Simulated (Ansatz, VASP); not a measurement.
WS2 in VASP and in Ansatz

```
CELL_PARAMETERS angstrom
3.22300 0.00000 0.00000
-1.61150 2.79120 0.00000
0.00000 0.00000 32.29109
ATOMIC_POSITIONS crystal
S 0.33333 0.66667 0.44866
S 0.33333 0.66667 0.55135
W 0.66667 0.33333 0.50001
```

Alike in both runs: task single point; functional PBE; dispersion D3(BJ); k mesh 12 × 12 × 1; occupations gaussian, width 0.02 eV; no spin polarisation.

|  | VASP | Ansatz |
| --- | --- | --- |
| version | VASP 6.6.1 | Ansatz 0.2.0 |
| potentials or method | VASP PAW PBE potentials, release 64 (S, W_sv), cutoff 520 eV | scalar-relativistic, plane waves, PAW |
| valence electrons in the cell | 26 | 26 |

VASP gave:

```
gap on the k mesh at the Fermi level (eV) : 1.70
least direct gap on the mesh (eV)         : 1.87
rms of the force components (eV/Å)        : 0.837
```

Q: Estimate Ansatz's values.

A: gap on the k mesh at the Fermi level (eV): 1.70; least direct gap on the mesh (eV): 1.87; rms of the force components (eV/Å): 0.838.

Spin-orbit coupling is off throughout.
